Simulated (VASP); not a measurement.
# Mg (P6_3/mmc) in VASP: further runs

Runs on Mg. Level: PBE. Tasks: single point, relaxation of cell and atoms.

All numbers are computed with VASP 6.6.1; they aren't measurements. Logs are shortened: lines on timing, memory, paths and dates and some standing lists are left out, and cuts for length are marked.

### 1 The cell of the first run

Symmetry: P6_3/mmc, No. 194, hexagonal system. The conventional cell has a = 3.205 Å, b = 3.205 Å, c = 5.159 Å, α = 90.00°, β = 90.00°, γ = 120.00°. Within 4.2 Å of Mg (site symmetry -6m2) lie 12 Mg at 3.17 to 3.21 Å.

### 2 Single point, PBE

The input, INCAR:

```
SYSTEM = Mg
ALGO     = Fast           ! electronic algorithm
EDIFF    = 1E-7           ! SCF threshold, eV
ENCUT    = 520            ! plane-wave cutoff, eV
GGA      = PE             ! functional
ISIF     = 2              ! what is computed and relaxed
ISMEAR   = 0              ! smearing method
LASPH    = .True.         ! aspherical terms in the spheres
LCHARG   = .True.         ! write CHGCAR
LELF     = .True.         ! ELF
LREAL    = .False.        ! projectors in reciprocal space
LVHAR    = .True.       
LWAVE    = .False.        ! write WAVECAR
NBANDS   = 9              ! bands
NELM     = 100            ! most SCF steps
PREC     = Accurate       ! precision mode
SIGMA    = 0.05           ! smearing width, eV
```

The input, KPOINTS:

```
k-points
0
Gamma
  16 16 8
  0 0 0
```

The input, POSCAR:

```
Mg
1.0
    3.2051279890      0.0000000000      0.0000000000
   -1.6025639945      2.7757222609      0.0000000000
    0.0000000000      0.0000000000      5.1592827817
Mg
2
Direct
    0.3333333333      0.6666666667      0.7500000000
    0.6666666667      0.3333333333      0.2500000000
```

Potentials or basis: VASP PAW PBE potentials, release 64 (Mg).

Run with:

```
cat potpaw_PBE.64/Mg/POTCAR > POTCAR
mpirun -np 1 vasp_std > vasp.out
```

OUTCAR:

```text
SYSTEM = Mg
   EDIFF = 1E-7
   ENCUT = 520
   GGA = PE
   ISIF = 2
   ISMEAR = 0
   LASPH = .True.
   LREAL = .False.
   NELM = 100
   PREC = Accurate

 ion  position               nearest neighbor table
   1  0.333  0.667  0.750-   2 3.17   2 3.17   2 3.17   2 3.17   2 3.17   2 3.17
   2  0.667  0.333  0.250-   1 3.17   1 3.17   1 3.17   1 3.17   1 3.17   1 3.17

  LATTYP: Found a hexagonal cell.
 ALAT       =     3.2051279890
 C/A-ratio  =     1.6096963364

  Lattice vectors:

 A1 = (   3.2051279890,   0.0000000000,   0.0000000000)
 A2 = (  -1.6025639945,   2.7757222609,   0.0000000000)
 A3 = (   0.0000000000,   0.0000000000,   5.1592827817)

Analysis of symmetry for initial positions (statically):
=====================================================================
 Subroutine PRICEL returns:
 Original cell was already a primitive cell.

 Routine SETGRP: Setting up the symmetry group for a
 hexagonal supercell.

 Subroutine GETGRP returns: Found 24 space group operations
 (whereof 12 operations were pure point group operations)
 out of a pool of 24 trial point group operations.

The static configuration has the point symmetry D_3d.
 The point group associated with its full space group is D_6h.

Analysis of symmetry for dynamics (positions and initial velocities):
=====================================================================
 Subroutine PRICEL returns:
 Original cell was already a primitive cell.

 Routine SETGRP: Setting up the symmetry group for a
 hexagonal supercell.

 Subroutine GETGRP returns: Found 24 space group operations
 (whereof 12 operations were pure point group operations)
 out of a pool of 24 trial point group operations.

The dynamic configuration has the point symmetry D_3d.
 The point group associated with its full space group is D_6h.

 Subroutine INISYM returns: Found 24 space group operations
 (whereof 12 operations are pure point group operations),
 and found     1 'primitive' translations

----------------------------------------------------------------------------------------

                                     Primitive cell

  volume of cell :      45.8998

  direct lattice vectors                    reciprocal lattice vectors
     3.205127989  0.000000000  0.000000000     0.312000021  0.180133296  0.000000000
    -1.602563995  2.775722261  0.000000000     0.000000000  0.360266592  0.000000000
[... 90 lines left out ...]
   NFREE  =      0    steps in history (QN), initial steepest desc. (CG)
   ISIF   =      2    stress and relaxation
   ISYM   =      2    0-nonsym 1-usesym 2-fastsym
   POTIM  = 0.5000    time-step for ionic-motion
   TEBEG  =    0.0;   TEEND  =   0.0 temperature during run
   PSTRESS=    0.0 pullay stress
   NELECT =       4.0000    total number of electrons
   NUPDOWN=      -1.0000    fix difference up-down
   EMIN   =  10.00;   EMAX   =-10.00  energy-range for DOS
   EFERMI =   0.00;   METHOD = LEGACY
   ISMEAR =     0;   SIGMA  =   0.05  broadening in eV -4-tet -1-fermi 0-gaus
   EFERMI_NEDOS =   21; number of points for ismear=-14 and -15
   IALGO  =     68    algorithm
   IMIX   =      4    mixing-type and parameters
     AMIX     =   0.40;   BMIX     =  1.00
     AMIX_MAG =   1.60;   BMIX_MAG =  1.00
  volume/ion in A,a.u.               =      22.95       154.87
  Fermi-wavevector in a.u.,A,eV,Ry     =   0.725813  1.371587  7.167605  0.526804
  Thomas-Fermi vector in A             =   1.816629
   LORBIT       =      0    0 simple, 1 ext, 2 COOP (PROOUT), +10 PAW based schemes
   GGA     = PE    functional components
   LHFCALC =     F    Hartree Fock is set to
   AEXX    =    0.0000 exact exchange contribution
   IVDW    =     0    specifies the selected vdW correction
   LEPSILON=     F    determine dielectric tensor
   LRPA    =     F    only Hartree local field effects (RPA)
 non-spin polarized calculation
 RMM-DIIS sequential band-by-band and
 Gauss-broadening in eV      SIGMA  =   0.05
  energy-cutoff  :      520.00
  volume of cell :       45.90
 maximum number of plane-waves:      1260
 NGX is ok and might be reduce to    24
   NGX = 11   NGY = 11   NGZ = 19

 number of electron       4.0000000 magnetization

 Free energy of the ion-electron system (eV)
  ---------------------------------------------------
  ext. energy  EPLUGINS =         0.00000000
  ---------------------------------------------------
  free energy    TOTEN  =        -3.00893850 eV

  energy without entropy =       -3.00776733  energy(sigma->0) =       -3.00835291

 E-fermi :   2.6473     XC(G=0):  -8.4919

 val. band max:        2.6462620923   @ k =   0.3125   0.3125   0.2500
 cond. band min:       2.6608941555   @ k =   0.5000   0.0000   0.3750
 fundamental gap:      0.0146320633
 Fermi energy:         2.6473261977

 k-point     1 :       0.0000    0.0000    0.0000
  band No.  band energies     occupation
      1      -4.2979      2.00000
      2       0.9955      2.00000
      3       1.4728      2.00000
      4      13.4856      0.00000
      5      13.4856      0.00000
      6      13.5794      0.00000
      7      13.5794      0.00000
      8      14.5079      0.00000
      9      15.9692      0.00000
[... 265 lines left out ...]
 k-point    24 :       0.2500    0.1875    0.0000
  band No.  band energies     occupation
      1      -1.5079      2.00000
      2       3.5840      0.00000
      3       3.6658      0.00000
      4       4.6841      0.00000
      5       5.8116      0.00000
      6       9.1765      0.00000
      7      10.1339      0.00000
      8      10.4744      0.00000
      9      11.5332      0.00000

 [... further k-points ...]

------------------------ aborting loop because EDIFF is reached ----------------------------------------

  FORCE on cell =-STRESS in cart. coord.  units (eV):
  Direction    XX          YY          ZZ          XY          YZ          ZX
  --------------------------------------------------------------------------------------
  -------------------------------------------------------------------------------------
  Total       -0.0345725     -0.0345725     -0.0369670      0.0000000      0.0000000      0.0000000
  in kB       -1.2067886     -1.2067886     -1.2903710      0.0000000      0.0000000      0.0000000
  external PRESSURE =      -1.2346494 kB  Pullay stress =       0.0000000 kB

 VOLUME and BASIS-vectors are now :
 -----------------------------------------------------------------------------
  energy-cutoff  :      520.00
  volume of cell :       45.90
      direct lattice vectors                 reciprocal lattice vectors
     3.205127989  0.000000000  0.000000000     0.312000021  0.180133296  0.000000000
    -1.602563995  2.775722261  0.000000000     0.000000000  0.360266592  0.000000000
     0.000000000  0.000000000  5.159282782     0.000000000  0.000000000  0.193825391

 POSITION                                       TOTAL-FORCE (eV/Angst)
 -----------------------------------------------------------------------------------
     -0.00000      1.85048      3.86946        -0.000000     -0.000000      0.000000
      1.60256      0.92524      1.28982         0.000000      0.000000      0.000000
 -----------------------------------------------------------------------------------
    total drift:                                0.000000     -0.000000      0.000000

  FREE ENERGIE OF THE ION-ELECTRON SYSTEM (eV)
  ---------------------------------------------------
  free  energy   TOTEN  =        -3.0089384990 eV

  energy  without entropy=       -3.0077673282  energy(sigma->0) =       -3.00835291
```

Wall time 19 s (1 thread of Intel Xeon Platinum 8488C (Sapphire Rapids), shared host); peak memory 0.19 GiB.

Results:

```
Free energy            : -3.0089 eV
Pressure               : -0.1 GPa
Band gap on the k mesh : zero (bands 2 and 3 overlap by 2.14 eV)
```

### 3 Single point, PBE

The input, INCAR:

```
PREC = Accurate
ENCUT = 520
EDIFF = 1E-7
ISMEAR = 0
SIGMA = 0.05
LREAL = False
LASPH = True
NELM = 80
ALGO = Normal
ISIF = 2
LWAVE = False
LCHARG = False
GGA = PE
NBANDS = 9
```

The input, KPOINTS:

```
Automatic mesh
0
Gamma
  16 16 8
```

POSCAR is that of step 2.

Potentials or basis: VASP PAW PBE potentials, release 64 (Mg).

Run with:

```
cat potpaw_PBE.64/Mg/POTCAR > POTCAR
mpirun -np 1 vasp_std > vasp.out
```

Wall time 19 s (1 thread of Intel Xeon Platinum 8488C (Sapphire Rapids), shared host); peak memory 0.2 GiB.

It converged, with:

* Free energy: -3.0089 eV
* Pressure: -0.1 GPa
* Band gap on the k mesh: zero (bands 2 and 3 overlap by 2.14 eV)

Levels at points of the mesh, in eV from the Fermi level:
```
           k point  band 1  band 2  band 3  band 4  band 5  band 6
(0.00, 0.00, 0.00)   -6.95   -1.65   -1.17   10.84   10.84   10.93
(0.50, 0.00, 0.00)   -2.18   -2.18    2.66    3.03    3.33    3.72
(0.00, 0.00, 0.50)   -5.54   -5.54    5.15    5.15   11.59   11.59
(0.50, 0.00, 0.50)   -1.12   -1.12   -0.47   -0.47    7.97    7.97
```

### 4 Relaxation of cell and atoms, PBE

This run uses another cell than the first one, of 23.26 Å³/atom.

The input, INCAR:

```
ALGO     = Normal         # electronic algorithm
EDIFF    = 1E-6           # SCF threshold, eV
EDIFFG   = -0.01          # ionic threshold
ENCUT    = 600            # plane-wave cutoff, eV
GGA      = PE             # functional
IBRION   = 2              # ionic algorithm
ISIF     = 3              # what is computed and relaxed
ISMEAR   = 0              # smearing method
LASPH    = T              # aspherical terms in the spheres
LCHARG   = F              # write CHGCAR
LREAL    = F              # projectors in reciprocal space
LWAVE    = F              # write WAVECAR
NELM     = 60             # most SCF steps
NSW      = 80             # ionic steps
PREC     = Accurate       # precision mode
SIGMA    = 0.05           # smearing width, eV
```

The input, KPOINTS:

```
k-points
0
Gamma
  16 16 8
```

The input, POSCAR:

```
Mg
1.0
    3.2100000000      0.0000000000      0.0000000000
   -1.6050000000      2.7799415461      0.0000000000
    0.0000000000      0.0000000000      5.2130400000
Mg
2
Direct
    0.3333333333      0.6666666667      0.7500000000
    0.6666666667      0.3333333333      0.2500000000
```

Run with:

```
cat potpaw_PBE.64/Mg/POTCAR > POTCAR
mpirun -np 1 vasp_std > vasp.out
```

Run time: 50 s. Hardware: 1 thread of Intel Xeon Platinum 8488C (Sapphire Rapids), shared host; peak memory 0.22 GiB.

It converged, with:

| Item | Value |
| --- | --- |
| Free energy | -3.0091 eV |
| Relaxed volume | 22.86 Å³/atom |
| Relaxed cell | a = 3.202 Å, b = 3.202 Å, c = 5.151 Å, α = 90.00°, β = 90.00°, γ = 120.00° |
| Space group after relaxing (to 0.1 Å) | P6_3/mmc (No. 194) |
| Energy gained by relaxing | 0.9 meV/atom |
| Ionic steps | 5 |
| Pressure after relaxing | 0.0 GPa |
| Band gap on the k mesh | zero (bands 2 and 3 overlap by 2.13 eV) |

Step by step:
```csv
step,energy change (eV),largest force (eV/Å),pressure (GPa),volume (Å³)
1,0.0000,0.0000,-0.59,46.52
2,-0.0016,0.0000,-0.16,45.94
3,-0.0017,0.0000,0.04,45.70
4,-0.0018,0.0000,0.03,45.71
5,-0.0019,0.0000,0.01,45.73
```

Final structure:
```
Mg
1.0
     3.20171    0.00000    0.00000
    -1.60085    2.77276    0.00000
     0.00000    0.00000    5.15106
Mg
2
Direct
  0.33333 0.66667 0.75000
  0.66667 0.33333 0.25000
```

Levels at points of the mesh, in eV from the Fermi level:
```csv
k point,band 1,band 2,band 3,band 4,band 5
"(0.00, 0.00, 0.00)",-6.96,-1.65,-1.17,10.85,10.85
"(0.50, 0.00, 0.00)",-2.18,-2.18,2.67,3.03,3.34
"(0.00, 0.00, 0.50)",-5.55,-5.55,5.17,5.17,11.61
"(0.50, 0.00, 0.50)",-1.13,-1.13,-0.47,-0.47,7.99
```
